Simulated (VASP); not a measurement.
# Zn (P6_3/mmc) in VASP: a series of runs

The runs below take Zn through single point, with r2SCAN.

All numbers are computed with VASP 6.6.1; they aren't measurements. Logs are shortened: lines on timing, memory, paths and dates and some standing lists are left out, and cuts for length are marked.

### 1 The cell of the first run

It takes space group P6_3/mmc (No. 194, hexagonal). Conventional cell: a = 2.619 Å, b = 2.619 Å, c = 4.839 Å, α = 90.00°, β = 90.00°, γ = 120.00°. Zn (site symmetry -6m2) has 12 Zn at 2.62 to 2.85 Å within 3.5 Å.

### 2 Single point, r2SCAN

Contents of POSCAR:

```
Zn
1.0
    2.6187264646      0.0000000000      0.0000000000
   -1.3093632323      2.2678836439      0.0000000000
    0.0000000000      0.0000000000      4.8388970683
Zn
2
Direct
    0.3333333333      0.6666666667      0.2500000000
    0.6666666667      0.3333333333      0.7500000000
```

Contents of INCAR.step1:

```
ALGO = Normal
EDIFF = 1E-4
ENCUT = 520
GGA = PE
ISMEAR = -1
LASPH = True
LCHARG = False
LREAL = False
LWAVE = True
NBANDS = 19
NELM = 60
PREC = Accurate
SIGMA = 0.2
```

Contents of INCAR.step2:

```
ALGO = Normal
EDIFF = 1E-6
ENCUT = 520
ISIF = 2
ISMEAR = -1
ISTART = 1
LASPH = True
LCHARG = True
LELF = True
LMIXTAU = True
LREAL = False
LVHAR = True
LWAVE = False
METAGGA = R2SCAN
NBANDS = 19
NELM = 60
PREC = Accurate
SIGMA = 0.2
```

Contents of KPOINTS:

```
k-points
0
Gamma
  14 14 7
```

Potentials or basis: VASP PAW PBE potentials, release 64 (Zn).

On the command line:

```
cat potpaw_PBE.64/Zn/POTCAR > POTCAR
cp INCAR.step1 INCAR
mpirun -np 1 vasp_std > vasp.out
cp INCAR.step2 INCAR
mpirun -np 1 vasp_std > vasp.out
```

OUTCAR:

```text
EDIFF = 1E-6
   ENCUT = 520
   ISIF = 2
   ISMEAR = -1
   ISTART = 1
   LASPH = True
   LREAL = False
   METAGGA = R2SCAN
   NELM = 60
   PREC = Accurate

 ion  position               nearest neighbor table
   1  0.333  0.667  0.250-   2 2.85   2 2.85   2 2.85   2 2.85   2 2.85   2 2.85
   2  0.667  0.333  0.750-   1 2.85   1 2.85   1 2.85   1 2.85   1 2.85   1 2.85

  LATTYP: Found a hexagonal cell.
 ALAT       =     2.6187264646
 C/A-ratio  =     1.8478054633

  Lattice vectors:

 A1 = (   2.6187264646,   0.0000000000,   0.0000000000)
 A2 = (  -1.3093632323,   2.2678836439,   0.0000000000)
 A3 = (   0.0000000000,   0.0000000000,   4.8388970683)

Analysis of symmetry for initial positions (statically):
=====================================================================
 Subroutine PRICEL returns:
 Original cell was already a primitive cell.

 Routine SETGRP: Setting up the symmetry group for a
 hexagonal supercell.

 Subroutine GETGRP returns: Found 24 space group operations
 (whereof 12 operations were pure point group operations)
 out of a pool of 24 trial point group operations.

The static configuration has the point symmetry D_3d.
 The point group associated with its full space group is D_6h.

Analysis of symmetry for dynamics (positions and initial velocities):
=====================================================================
 Subroutine PRICEL returns:
 Original cell was already a primitive cell.

 Routine SETGRP: Setting up the symmetry group for a
 hexagonal supercell.

 Subroutine GETGRP returns: Found 24 space group operations
 (whereof 12 operations were pure point group operations)
 out of a pool of 24 trial point group operations.

The dynamic configuration has the point symmetry D_3d.
 The point group associated with its full space group is D_6h.

 Subroutine INISYM returns: Found 24 space group operations
 (whereof 12 operations are pure point group operations),
 and found     1 'primitive' translations

----------------------------------------------------------------------------------------

                                     Primitive cell

  volume of cell :      28.7380

  direct lattice vectors                    reciprocal lattice vectors
     2.618726465  0.000000000  0.000000000     0.381865007  0.220469865  0.000000000
    -1.309363232  2.267883644  0.000000000     0.000000000  0.440939729  0.000000000
     0.000000000  0.000000000  4.838897068     0.000000000  0.000000000  0.206658663

  length of vectors
[... 74 lines left out ...]
   ISTART =      1    job   : 0-new  1-cont  2-samecut
   ICHARG =      0    charge: 1-file 2-atom 10-const
   ISPIN  =      1    spin polarized calculation?
   LNONCOLLINEAR =      F non collinear calculations
   LSORBIT =      F    spin-orbit coupling
   LASPH  =      T    aspherical Exc in radial PAW
   ENCUT  =  520.0 eV  38.22 Ry    6.18 a.u.   4.87  4.87  9.00*2*pi/ulx,y,z
   NELM   =     60;   NELMIN=  2; NELMDL=  0     # of ELM steps
   EDIFF  = 0.1E-05   stopping-criterion for ELM
   LREAL  =      F    real-space projection
   EDIFFG = 0.1E-04   stopping-criterion for IOM
   NSW    =      0    number of steps for IOM
   IBRION =     -1    ionic relax: 0-MD 1-quasi-New 2-CG
   NFREE  =      0    steps in history (QN), initial steepest desc. (CG)
   ISIF   =      2    stress and relaxation
   ISYM   =      2    0-nonsym 1-usesym 2-fastsym
   POTIM  = 0.5000    time-step for ionic-motion
   TEBEG  =    0.0;   TEEND  =   0.0 temperature during run
   PSTRESS=    0.0 pullay stress
   NELECT =      24.0000    total number of electrons
   NUPDOWN=      -1.0000    fix difference up-down
   EMIN   =  10.00;   EMAX   =-10.00  energy-range for DOS
   EFERMI =   0.00;   METHOD = LEGACY
   ISMEAR =    -1;   SIGMA  =   0.20  broadening in eV -4-tet -1-fermi 0-gaus
   EFERMI_NEDOS =   21; number of points for ismear=-14 and -15
   IALGO  =     38    algorithm
   IMIX   =      4    mixing-type and parameters
     AMIX     =   0.40;   BMIX     =  1.00
     AMIX_MAG =   1.60;   BMIX_MAG =  1.00
  volume/ion in A,a.u.               =      14.37        96.97
  Fermi-wavevector in a.u.,A,eV,Ry     =   1.541675  2.913343 32.337805  2.376762
  Thomas-Fermi vector in A             =   2.647587
   LORBIT       =      0    0 simple, 1 ext, 2 COOP (PROOUT), +10 PAW based schemes
   METAGGA = R2SCAN    functional components
   LHFCALC =     F    Hartree Fock is set to
   AEXX    =    0.0000 exact exchange contribution
   IVDW    =     0    specifies the selected vdW correction
   LEPSILON=     F    determine dielectric tensor
   LRPA    =     F    only Hartree local field effects (RPA)
 non-spin polarized calculation
  energy-cutoff  :      520.00
  volume of cell :       28.74
 maximum number of plane-waves:       796
 NGX is ok and might be reduce to    20
   NGX =  9   NGY =  9   NGZ = 17

 number of electron      24.0000039 magnetization

 Free energy of the ion-electron system (eV)
  ---------------------------------------------------
  ext. energy  EPLUGINS =         0.00000000
  ---------------------------------------------------
  free energy    TOTEN  =       -17.82062692 eV

  energy without entropy =      -17.76249636  energy(sigma->0) =      -17.79156164

 E-fermi :   3.3834     XC(G=0): -12.9822

 val. band max:        3.2646038368   @ k =   0.2143   0.1429   0.0000
 cond. band min:       3.4321654359   @ k =   0.2143   0.0000   0.1429
 fundamental gap:      0.1675615991
 Fermi energy:         3.3834250730

 k-point     1 :       0.0000    0.0000    0.0000
  band No.  band energies     occupation
      1      -7.9488      2.00000
      2      -5.8357      2.00000
      3      -5.0046      2.00000
      4      -4.7465      2.00000
      5      -4.7464      2.00000
      6      -4.6877      2.00000
[... 505 lines left out ...]
      6      -4.7643      2.00000
[... 11 lines left out ...]
     18      11.5487      0.00000
     19      13.1705      0.00000

 [... further k-points ...]
[... 5 lines left out ...]
  --------------------------------------------------------------------------------------
  -------------------------------------------------------------------------------------
  Total        0.1673217      0.1673217      0.0281228     -0.0000000      0.0000000      0.0000000
  in kB        9.3283642      9.3283642      1.5678771     -0.0000000      0.0000000      0.0000000
  external PRESSURE =       6.7415352 kB  Pullay stress =       0.0000000 kB

 VOLUME and BASIS-vectors are now :
 -----------------------------------------------------------------------------
  energy-cutoff  :      520.00
  volume of cell :       28.74
      direct lattice vectors                 reciprocal lattice vectors
     2.618726465  0.000000000  0.000000000     0.381865007  0.220469865  0.000000000
    -1.309363232  2.267883644  0.000000000     0.000000000  0.440939729  0.000000000
     0.000000000  0.000000000  4.838897068     0.000000000  0.000000000  0.206658663

 POSITION                                       TOTAL-FORCE (eV/Angst)
 -----------------------------------------------------------------------------------
     -0.00000      1.51192      1.20972         0.000000     -0.000000      0.000000
      1.30936      0.75596      3.62917        -0.000000      0.000000      0.000000
 -----------------------------------------------------------------------------------
    total drift:                                0.000000     -0.000000      0.000000

  FREE ENERGIE OF THE ION-ELECTRON SYSTEM (eV)
  ---------------------------------------------------
  free  energy   TOTEN  =       -17.8206269224 eV

  energy  without entropy=      -17.7624963610  energy(sigma->0) =      -17.79156164
```

Run time: 2.4 min. Hardware: 1 thread of Intel Xeon Platinum 8259CL at 2.50GHz (Skylake/Cascade Lake), shared host; peak memory 0.17 GiB.

Results:

| Quantity | Value |
| --- | --- |
| Free energy | -17.8206 eV |
| Pressure | 0.7 GPa |
| Band gap on the k mesh | zero (band 12 reaches 4.88 eV, above the bottom of band 13 at 0.38 eV) |

Stress tensor (GPa, compression positive):
```
0.93 0.00 0.00
0.00 0.93 0.00
0.00 0.00 0.16
```

Caveat: the PAW data sets were made with another functional, which shifts forces and pressure a little.

### 3 Single point, r2SCAN

POSCAR is that of step 2.

Contents of INCAR.step1:

```
PREC = Accurate ; ENCUT = 520
ISMEAR = -1 ; SIGMA = 0.3
LREAL = F ; LASPH = T
NELM = 60 ; NBANDS = 19
GGA = PE ; ALGO = Normal
EDIFF = 1E-4 ; LWAVE = T
LCHARG = F
```

Contents of INCAR.step2:

```
PREC = Accurate ; ENCUT = 520
EDIFF = 1E-6 ; ISMEAR = -1
SIGMA = 0.3 ; LREAL = F
LASPH = T ; NELM = 60
ALGO = Normal ; ISIF = 2
LWAVE = F ; LCHARG = F
METAGGA = R2SCAN ; LMIXTAU = T
NBANDS = 19 ; ISTART = 1
```

Contents of KPOINTS:

```
regular mesh
0
Gamma
  14 14 7
```

Potentials or basis: VASP PAW PBE potentials, release 64 (Zn).

On the command line:

```
cat potpaw_PBE.64/Zn/POTCAR > POTCAR
cp INCAR.step1 INCAR
mpirun -np 1 vasp_std > vasp.out
cp INCAR.step2 INCAR
mpirun -np 1 vasp_std > vasp.out
```

It took 2.4 min on 1 thread of Intel Xeon Platinum 8259CL at 2.50GHz (Skylake/Cascade Lake), shared host; peak memory 0.17 GiB.

Results (log left out):

```
Free energy            : -17.8570 eV
Pressure               : 0.9 GPa
Band gap on the k mesh : zero (band 12 reaches 4.88 eV, above the bottom of band 13 at 0.38 eV)
```

Stress tensor (GPa, compression positive):
```
1.10 0.00 0.00
0.00 1.10 0.00
0.00 0.00 0.56
```

Levels at points of the mesh, in eV from the Fermi level:
```tsv
k point	band 9	band 10	band 11	band 12	band 13	band 14	band 15	band 16
(0.00, 0.00, 0.00)	-7.73	-7.49	-7.49	-4.09	-3.02	15.09	18.64	19.12
(0.50, 0.00, 0.00)	-7.29	-7.27	-3.21	-2.30	3.00	3.81	4.82	6.09
```

Caveat: the PAW data sets were made with another functional, which shifts forces and pressure a little.

### 4 Single point, r2SCAN

Contents of POSCAR:

```
Zn
1.0
    2.6187264650      0.0000000000      0.0000000000
   -1.3093632325      2.2678836443      0.0000000000
    0.0000000000      0.0000000000      4.8388970645
Zn
2
Direct
    0.3333333333      0.6666666667      0.2500000000
    0.6666666667      0.3333333333      0.7500000000
```

Contents of INCAR.step1:

```
  ALGO = Normal
  EDIFF = 1E-4
  ENCUT = 520
  GGA = PE
  ISMEAR = -1
  LASPH = T
  LCHARG = F
  LREAL = F
  LWAVE = T
  NBANDS = 19
  NELM = 100
  PREC = Accurate
  SIGMA = 0.1
```

Contents of INCAR.step2:

```
  ALGO = Normal
  EDIFF = 1E-6
  ENCUT = 520
  ISIF = 2
  ISMEAR = -1
  ISTART = 1
  LASPH = T
  LCHARG = F
  LMIXTAU = T
  LREAL = F
  LWAVE = F
  METAGGA = R2SCAN
  NBANDS = 19
  NELM = 100
  PREC = Accurate
  SIGMA = 0.1
```

Contents of KPOINTS:

```
k-points
0
Gamma
  7 7 4
```

On the command line:

```
cat potpaw_PBE.64/Zn/POTCAR > POTCAR
cp INCAR.step1 INCAR
mpirun -np 1 vasp_std > vasp.out
cp INCAR.step2 INCAR
mpirun -np 1 vasp_std > vasp.out
```

Run time: 1.8 min. Hardware: 1 thread of Intel Xeon 8259CL, shared host; peak memory 0.14 GiB.

The run converged. Its results:

```yaml
Free_energy: -17.8689 eV
Pressure: 0.4 GPa
Band_gap_on_the_k_mesh: zero (band 12 reaches 4.88 eV, above the bottom of band 13 at 0.37 eV)
```

Stress tensor (GPa, compression positive):
```
-0.20  0.00  0.00
 0.00 -0.20  0.00
 0.00  0.00  1.61
```

Levels at points of the mesh, in eV from the Fermi level:
```tsv
k point	band 10	band 11	band 12	band 13	band 14	band 15
(0.00, 0.00, 0.00)	-7.82	-7.82	-4.41	-3.35	14.76	18.32
(0.00, 0.00, 0.50)	-7.91	-7.91	-7.91	4.79	4.79	20.27
```

Caveat: the k points lie up to 0.40 Å⁻¹ apart; the PAW data sets were made with another functional, which shifts forces and pressure a little.

### 5 Overview

```csv
k mesh,smearing,gap on the mesh (eV),pressure (GPa)
14 × 14 × 7,fermi-dirac 0.2 eV,none,0.7
14 × 14 × 7,fermi-dirac 0.3 eV,none,0.9
7 × 7 × 4,fermi-dirac 0.1 eV,none,0.4
```

Alike in all rows: task single point; level r2SCAN; potentials or basis VASP PAW PBE potentials, release 64 (Zn); no spin polarisation; cell as given; cutoff (eV) 520.

Caveats: some runs use coarse meshes; the PAW data sets were made with another functional, which shifts forces and pressure a little.

Absolute energies hang on the potentials; compare differences alone.
